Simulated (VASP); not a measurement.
# ZrGe2Pd3 (P-3m1) in VASP: single point with PBE

Aim: the single point of ZrGe2Pd3 with PBE.

All numbers are computed with VASP 6.6.1; they aren't measurements. Logs are shortened: lines on timing, memory, paths and dates and some standing lists are left out, and cuts for length are marked.

### Step 1. The cell of the first run

Symmetry: P-3m1, No. 164, trigonal system. Conventional cell: a = 4.389 Å, b = 4.389 Å, c = 5.916 Å, α = 90.00°, β = 90.00°, γ = 120.00°. Within 3.9 Å of Zr (site symmetry -3m) lie 6 Ge at 2.95 Å and 8 Pd at 2.96 to 3.05 Å. Within 3.4 Å of Ge (site symmetry 3m) lie 8 Pd at 2.54 to 3.19 Å and 3 Zr at 2.95 Å. Pd (site symmetry 3m) has 5 Ge at 2.54 to 3.19 Å and 3 Pd at 2.83 Å and 3 Zr at 3.05 Å within 3.4 Å. Pd (site symmetry -3m) has 6 Pd at 2.83 Å and 6 Ge at 2.92 Å and 2 Zr at 2.96 Å within 3.7 Å.

### Step 2. Single point, PBE

INCAR

```
PREC = Accurate
ENCUT = 520
EDIFF = 1E-6
ISMEAR = 0
SIGMA = 0.2
LREAL = False
LASPH = True
NELM = 60
ALGO = Fast
ISIF = 2
LWAVE = False
LCHARG = True
GGA = PE
LELF = True
LVHAR = True
NBANDS = 44
```

KPOINTS

```
regular mesh
0
Gamma
  4 4 3
```

POSCAR

```
ZrGe2Pd3
1.0
    4.3894286010      0.0000000000      0.0000000000
   -2.1947143005      3.8013566766      0.0000000000
    0.0000000000      0.0000000000      5.9156117954
Zr Ge Pd
1 2 3
Direct
    0.0000000000      0.0000000000      0.0000000000
    0.3333333333      0.6666666667      0.7461679574
    0.6666666667      0.3333333333      0.2538320426
    0.3333333333      0.6666666667      0.2859730087
    0.6666666667      0.3333333333      0.7140269913
    0.0000000000      0.0000000000      0.5000000000
```

Potentials or basis: VASP PAW PBE potentials, release 64 (Zr_sv, Ge_d, Pd).

The run is started by

```bash
$ cat potpaw_PBE.64/Zr_sv/POTCAR potpaw_PBE.64/Ge_d/POTCAR potpaw_PBE.64/Pd/POTCAR > POTCAR
$ mpirun -np 1 vasp_std > vasp.out
```

OUTCAR:

```text
PREC = Accurate
   ENCUT = 520
   EDIFF = 1E-6
   ISMEAR = 0
   LREAL = False
   LASPH = True
   NELM = 60
   ISIF = 2
   GGA = PE

 ion  position               nearest neighbor table
   1  0.000  0.000  0.000-   2 2.95   3 2.95   3 2.95   2 2.95   3 2.95   2 2.95   6 2.96   6 2.96
                             4 3.05   5 3.05   5 3.05   4 3.05   4 3.05   5 3.05
   2  0.333  0.667  0.746-   5 2.54   5 2.54   5 2.54   4 2.72   6 2.92   6 2.92   6 2.92   1 2.95
                             1 2.95   1 2.95
   3  0.667  0.333  0.254-   4 2.54   4 2.54   4 2.54   5 2.72   6 2.92   6 2.92   6 2.92   1 2.95
                             1 2.95   1 2.95
   4  0.333  0.667  0.286-   3 2.54   3 2.54   3 2.54   2 2.72   6 2.83   6 2.83   6 2.83   1 3.05
                             1 3.05   1 3.05
   5  0.667  0.333  0.714-   2 2.54   2 2.54   2 2.54   3 2.72   6 2.83   6 2.83   6 2.83   1 3.05
                             1 3.05   1 3.05
   6  0.000  0.000  0.500-   4 2.83   5 2.83   5 2.83   4 2.83   5 2.83   4 2.83   2 2.92   3 2.92
                             2 2.92   3 2.92   3 2.92   2 2.92   1 2.96   1 2.96

  LATTYP: Found a hexagonal cell.
 ALAT       =     4.3894286010
 C/A-ratio  =     1.3476951861

  Lattice vectors:

 A1 = (   4.3894286010,   0.0000000000,   0.0000000000)
 A2 = (  -2.1947143005,   3.8013566766,   0.0000000000)
 A3 = (   0.0000000000,   0.0000000000,   5.9156117954)

Analysis of symmetry for initial positions (statically):
=====================================================================
 Subroutine PRICEL returns:
 Original cell was already a primitive cell.

 Routine SETGRP: Setting up the symmetry group for a
 hexagonal supercell.

 Subroutine GETGRP returns: Found 12 space group operations
 (whereof 12 operations were pure point group operations)
 out of a pool of 24 trial point group operations.

The static configuration has the point symmetry D_3d.

Analysis of symmetry for dynamics (positions and initial velocities):
=====================================================================
 Subroutine PRICEL returns:
 Original cell was already a primitive cell.

 Routine SETGRP: Setting up the symmetry group for a
 hexagonal supercell.

 Subroutine GETGRP returns: Found 12 space group operations
 (whereof 12 operations were pure point group operations)
 out of a pool of 24 trial point group operations.

The dynamic configuration has the point symmetry D_3d.

 Subroutine INISYM returns: Found 12 space group operations
 (whereof 12 operations are pure point group operations),
 and found     1 'primitive' translations

----------------------------------------------------------------------------------------

                                     Primitive cell

  volume of cell :      98.7066

  direct lattice vectors                    reciprocal lattice vectors
     4.389428601  0.000000000  0.000000000     0.227820086  0.131531988  0.000000000
    -2.194714300  3.801356677  0.000000000     0.000000000  0.263063976  0.000000000
     0.000000000  0.000000000  5.915611795     0.000000000  0.000000000  0.169044223

  length of vectors
     4.389428601  4.389428601  5.915611795     0.263063976  0.263063976  0.169044223

  position of ions in fractional coordinates (direct lattice)
     0.000000000  0.000000000  0.000000000
     0.333333333  0.666666667  0.746167957
     0.666666667  0.333333333  0.253832043
     0.333333333  0.666666667  0.285973009
     0.666666667  0.333333333  0.714026991
     0.000000000  0.000000000  0.500000000

  ion indices of the primitive-cell ions
   primitive index   ion index
                 1           1
                 2           2
                 3           3
                 4           4
                 5           5
                 6           6

----------------------------------------------------------------------------------------

 KPOINTS: regular mesh

Automatic generation of k-mesh.
 Grid dimensions read from file:
 generate k-points for:    4    4    3

 Generating k-lattice:

  Cartesian coordinates                     Fractional coordinates (reciprocal lattice)
     0.056955021  0.032882997  0.000000000     0.250000000  0.000000000  0.000000000
     0.000000000  0.065765994  0.000000000     0.000000000  0.250000000  0.000000000
     0.000000000  0.000000000  0.056348074     0.000000000  0.000000000  0.333333333

  Length of vectors
     0.065765994  0.065765994  0.056348074

  Shift w.r.t. Gamma in fractional coordinates (k-lattice)
     0.000000000  0.000000000  0.000000000

 Subroutine IBZKPT returns following result:
 ===========================================

 Found      9 irreducible k-points:

 Following reciprocal coordinates:
            Coordinates               Weight
  0.000000  0.000000  0.000000      1.000000
  0.250000 -0.000000  0.000000      6.000000
  0.500000 -0.000000  0.000000      3.000000
  0.250000  0.250000  0.000000      6.000000
  0.000000  0.000000  0.333333      2.000000
  0.250000 -0.000000  0.333333      6.000000
  0.000000  0.250000  0.333333      6.000000
  0.500000 -0.000000  0.333333      6.000000
  0.250000  0.250000  0.333333     12.000000
   k-points           NKPTS =      9   k-points in BZ     NKDIM =      9   number of bands    NBANDS=     44
   number of dos      NEDOS =    301   number of ions     NIONS =      6
   total plane-waves  NPLWV =  62208
   dimension x,y,z NGX =    36 NGY =   36 NGZ =   48
   dimension x,y,z NGXF=    72 NGYF=   72 NGZF=   96
   ions per type =               1   2   3
   NGX,Y,Z   is equivalent  to a cutoff of  13.63, 13.63, 13.49 a.u.
   NGXF,Y,Z  is equivalent  to a cutoff of  27.27, 27.27, 26.98 a.u.
 SYSTEM =  unknown system
   PREC   = accura    normal or accurate (medium, high low for compatibility)
   ISTART =      0    job   : 0-new  1-cont  2-samecut
   ICHARG =      2    charge: 1-file 2-atom 10-const
   ISPIN  =      1    spin polarized calculation?
   LNONCOLLINEAR =      F non collinear calculations
   LSORBIT =      F    spin-orbit coupling
   LASPH  =      T    aspherical Exc in radial PAW
   ENCUT  =  520.0 eV  38.22 Ry    6.18 a.u.   8.16  8.16 11.00*2*pi/ulx,y,z
   NELM   =     60;   NELMIN=  2; NELMDL= -5     # of ELM steps
   EDIFF  = 0.1E-05   stopping-criterion for ELM
   LREAL  =      F    real-space projection
   EDIFFG = 0.1E-04   stopping-criterion for IOM
   NSW    =      0    number of steps for IOM
   IBRION =     -1    ionic relax: 0-MD 1-quasi-New 2-CG
   NFREE  =      0    steps in history (QN), initial steepest desc. (CG)
   ISIF   =      2    stress and relaxation
   ISYM   =      2    0-nonsym 1-usesym 2-fastsym
   POTIM  = 0.5000    time-step for ionic-motion
   TEBEG  =    0.0;   TEEND  =   0.0 temperature during run
   PSTRESS=    0.0 pullay stress
   NELECT =      70.0000    total number of electrons
   NUPDOWN=      -1.0000    fix difference up-down
   EMIN   =  10.00;   EMAX   =-10.00  energy-range for DOS
   EFERMI =   0.00;   METHOD = LEGACY
   ISMEAR =     0;   SIGMA  =   0.20  broadening in eV -4-tet -1-fermi 0-gaus
   EFERMI_NEDOS =   21; number of points for ismear=-14 and -15
   IALGO  =     68    algorithm
   IMIX   =      4    mixing-type and parameters
     AMIX     =   0.40;   BMIX     =  1.00
     AMIX_MAG =   1.60;   BMIX_MAG =  1.00
  volume/ion in A,a.u.               =      16.45       111.02
  Fermi-wavevector in a.u.,A,eV,Ry     =   1.459908  2.758826 28.998514  2.131331
  Thomas-Fermi vector in A             =   2.576420
   LORBIT       =      0    0 simple, 1 ext, 2 COOP (PROOUT), +10 PAW based schemes
   GGA     = PE    functional components
   LHFCALC =     F    Hartree Fock is set to
   AEXX    =    0.0000 exact exchange contribution
   IVDW    =     0    specifies the selected vdW correction
   LEPSILON=     F    determine dielectric tensor
   LRPA    =     F    only Hartree local field effects (RPA)
 non-spin polarized calculation
 RMM-DIIS sequential band-by-band and
 Gauss-broadening in eV      SIGMA  =   0.20
  energy-cutoff  :      520.00
  volume of cell :       98.71
 maximum number of plane-waves:      2671
 NGX is ok and might be reduce to    36
   NGX = 17   NGY = 17   NGZ = 21

 number of electron      69.9999991 magnetization

 Free energy of the ion-electron system (eV)
  ---------------------------------------------------
  ext. energy  EPLUGINS =         0.00000000
  ---------------------------------------------------
  free energy    TOTEN  =       -36.72647318 eV

  energy without entropy =      -36.64939018  energy(sigma->0) =      -36.68793168

 E-fermi :   9.6392     XC(G=0): -12.3947

 val. band max:        9.6173201411   @ k =   0.2500   0.2500   0.0000
 cond. band min:       9.7465042965   @ k =   0.2500  -0.0000   0.0000
 fundamental gap:      0.1291841554
 Fermi energy:         9.6392414991

 k-point     1 :       0.0000    0.0000    0.0000
  band No.  band energies     occupation
      1     -39.8468      2.00000
      2     -17.8796      2.00000
      3     -17.8796      2.00000
      4     -17.8596      2.00000
      5     -14.9875      2.00000
      6     -14.9850      2.00000
[... 36 lines left out ...]
     43      14.2362      0.00000
     44      14.2376      0.00000

 k-point     2 :       0.2500   -0.0000    0.0000
  band No.  band energies     occupation
      1     -39.8461      2.00000
      2     -17.8953      2.00000
      3     -17.8836      2.00000
      4     -17.8574      2.00000
      5     -14.9863      2.00000
      6     -14.9853      2.00000
[... 36 lines left out ...]
     43      13.9877      0.00000
     44      15.3979      0.00000

 k-point     3 :       0.5000   -0.0000    0.0000
  band No.  band energies     occupation
      1     -39.8454      2.00000
      2     -17.9107      2.00000
      3     -17.8875      2.00000
      4     -17.8553      2.00000
      5     -14.9853      2.00000
      6     -14.9850      2.00000
[... 36 lines left out ...]
     43      15.0445      0.00000
     44      15.6027      0.00000

 k-point     4 :       0.2500    0.2500    0.0000
  band No.  band energies     occupation
      1     -39.8454      2.00000
      2     -17.9049      2.00000
      3     -17.8932      2.00000
      4     -17.8554      2.00000
      5     -14.9852      2.00000
      6     -14.9851      2.00000
[... 36 lines left out ...]
     43      16.5034      0.00000
     44      16.8744      0.00000

 k-point     5 :       0.0000    0.0000    0.3333
  band No.  band energies     occupation
      1     -39.8466      2.00000
      2     -17.8797      2.00000
      3     -17.8797      2.00000
      4     -17.8645      2.00000
      5     -14.9865      2.00000
      6     -14.9848      2.00000
[... 36 lines left out ...]
     43      14.5937      0.00000
     44      14.9415      0.00000

 k-point     6 :       0.2500   -0.0000    0.3333
  band No.  band energies     occupation
      1     -39.8460      2.00000
      2     -17.8953      2.00000
      3     -17.8837      2.00000
      4     -17.8622      2.00000
      5     -14.9856      2.00000
      6     -14.9848      2.00000
[... 36 lines left out ...]
     43      13.9234      0.00000
     44      14.5561      0.00000

 k-point     7 :       0.0000    0.2500    0.3333
  band No.  band energies     occupation
      1     -39.8460      2.00000
      2     -17.8953      2.00000
      3     -17.8837      2.00000
      4     -17.8622      2.00000
      5     -14.9856      2.00000
      6     -14.9850      2.00000
[... 36 lines left out ...]
     43      14.7478      0.00000
     44      15.4147      0.00000

 k-point     8 :       0.5000   -0.0000    0.3333
  band No.  band energies     occupation
      1     -39.8453      2.00000
      2     -17.9107      2.00000
      3     -17.8876      2.00000
      4     -17.8601      2.00000
      5     -14.9849      2.00000
      6     -14.9845      2.00000
[... 36 lines left out ...]
     43      14.2367      0.00000
     44      15.0541      0.00000

 k-point     9 :       0.2500    0.2500    0.3333
  band No.  band energies     occupation
      1     -39.8453      2.00000
      2     -17.9050      2.00000
      3     -17.8933      2.00000
      4     -17.8602      2.00000
      5     -14.9848      2.00000
      6     -14.9847      2.00000
[... 36 lines left out ...]
     43      15.0437      0.00000
     44      16.2661      0.00000

------------------------ aborting loop because EDIFF is reached ----------------------------------------

  FORCE on cell =-STRESS in cart. coord.  units (eV):
  Direction    XX          YY          ZZ          XY          YZ          ZX
  --------------------------------------------------------------------------------------
  -------------------------------------------------------------------------------------
  Total       -0.1243450     -0.1243450     -0.0872810     -0.0000000     -0.0000000     -0.0000000
  in kB       -2.0183326     -2.0183326     -1.4167206     -0.0000000     -0.0000000     -0.0000000
  external PRESSURE =      -1.8177953 kB  Pullay stress =       0.0000000 kB

 VOLUME and BASIS-vectors are now :
 -----------------------------------------------------------------------------
  energy-cutoff  :      520.00
  volume of cell :       98.71
      direct lattice vectors                 reciprocal lattice vectors
     4.389428601  0.000000000  0.000000000     0.227820086  0.131531988  0.000000000
    -2.194714300  3.801356677  0.000000000     0.000000000  0.263063976  0.000000000
     0.000000000  0.000000000  5.915611795     0.000000000  0.000000000  0.169044223

 POSITION                                       TOTAL-FORCE (eV/Angst)
 -----------------------------------------------------------------------------------
      0.00000      0.00000      0.00000        -0.000000      0.000000      0.000000
     -0.00000      2.53424      4.41404         0.000000      0.000000      0.014522
      2.19471      1.26712      1.50157         0.000000     -0.000000     -0.014522
     -0.00000      2.53424      1.69171        -0.000000     -0.000000      0.024358
      2.19471      1.26712      4.22391        -0.000000      0.000000     -0.024358
      0.00000      0.00000      2.95781        -0.000000      0.000000      0.000000
 -----------------------------------------------------------------------------------
    total drift:                               -0.000000      0.000000     -0.000000

  FREE ENERGIE OF THE ION-ELECTRON SYSTEM (eV)
  ---------------------------------------------------
  free  energy   TOTEN  =       -36.7264731825 eV

  energy  without entropy=      -36.6493901834  energy(sigma->0) =      -36.68793168
```

Wall time 76 s (1 thread of Intel Xeon 6975P-C (Granite Rapids), shared host); peak memory 0.25 GiB.

What came out:

- Free energy: -36.7265 eV
- Pressure: -0.2 GPa
- Largest force: 0.024 eV/Å
- Band gap on the k mesh: zero (band 35 reaches 11.14 eV, above the bottom of band 36 at 9.17 eV)

Forces on the atoms (eV/Å):
```
Zr   0.000  0.000  0.000
Ge   0.000  0.000  0.015
Ge   0.000  0.000 -0.015
Pd   0.000  0.000  0.024
Pd   0.000  0.000 -0.024
Pd   0.000  0.000  0.000
```

Levels at points of the mesh, in eV from the Fermi level:
```csv
k point,band 33,band 34,band 35,band 36,band 37,band 38
"(0.00, 0.00, 0.00)",0.25,0.25,1.50,1.50,1.53,2.15
"(0.50, 0.00, 0.00)",-1.71,-1.33,-1.05,-0.47,0.26,1.74
```

Caveat: the k points lie up to 0.41 Å⁻¹ apart.
